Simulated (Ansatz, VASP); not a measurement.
One calculation of NaH, two programs

POSCAR

```
NaH
1.0
    0.0000000000      2.3970316378      2.3970316378
    2.3970316378      0.0000000000      2.3970316378
    2.3970316378      2.3970316378      0.0000000000
Na H
1 1
Direct
    0.0000000000      0.0000000000      0.0000000000
    0.5000000000      0.5000000000      0.5000000000
```

The input INCAR.step1:

```
SYSTEM = NaH
PREC = Accurate ; ENCUT = 520
ISMEAR = -1 ; SIGMA = 0.2
LREAL = .False. ; LASPH = .True.
NELM = 80 ; NBANDS = 11
GGA = PE ; ALGO = Normal
EDIFF = 1E-4 ; LWAVE = .True.
LCHARG = .False.
```

The input INCAR.step2:

```
SYSTEM = NaH
PREC = Accurate ; ENCUT = 520
EDIFF = 1E-6 ; ISMEAR = -1
SIGMA = 0.2 ; LREAL = .False.
LASPH = .True. ; NELM = 80
ALGO = Normal ; ISIF = 2
LWAVE = .False. ; LCHARG = .False.
METAGGA = R2SCAN ; LMIXTAU = .True.
NBANDS = 11 ; ISTART = 1
```

The input KPOINTS:

```
regular mesh
0
Gamma
  10 10 10
  0 0 0
```

Input for Ansatz:

```yaml
crystal:
  lattice:
    - [0.0, 2.3970316378, 2.3970316378]
    - [2.3970316378, 0.0, 2.3970316378]
    - [2.3970316378, 2.3970316378, 0.0]
  atoms:
    - { symbol: Na, position: [0.0, 0.0, 0.0] }
    - { symbol: H, position: [0.5, 0.5, 0.5] }
basis:
  ecutwfc: 520.0
kpoints:
  mp_grid: { grid: [10, 10, 10] }
hamiltonian:
  xc: r2scan
scf:
  occupations: { method: fermi_dirac, width: 0.2 }
output:
  forces: true
  stress: true
  eigenvalues: true
```

Alike in both runs: task single point; functional r2SCAN; k mesh 10 × 10 × 10; occupations fermi-dirac, width 0.2 eV; no spin polarisation.

|  | VASP | Ansatz |
| --- | --- | --- |
| version | VASP 6.6.1 | Ansatz 0.2.0 |
| potentials or method | VASP PAW PBE potentials, release 64 (Na_pv, H), cutoff 520 eV | scalar-relativistic, plane waves, PAW |
| valence electrons in the cell | 8 | 10 |

```tsv
	VASP	Ansatz	Ansatz less VASP
gap on the k mesh at the Fermi level (eV)	4.43	4.42	-0.011
least direct gap on the mesh (eV)	5.26	5.27	+0.009
pressure (GPa)	-0.3	0.0	+0.31
```

VASP's potentials were made for PBE, not for r2SCAN. The functional is the same, so the differences come from potentials, cutoffs and numerics. VASP's potentials hold 8 valence electrons a cell and Ansatz's 10, so a difference there can come from the potentials and not from the codes.
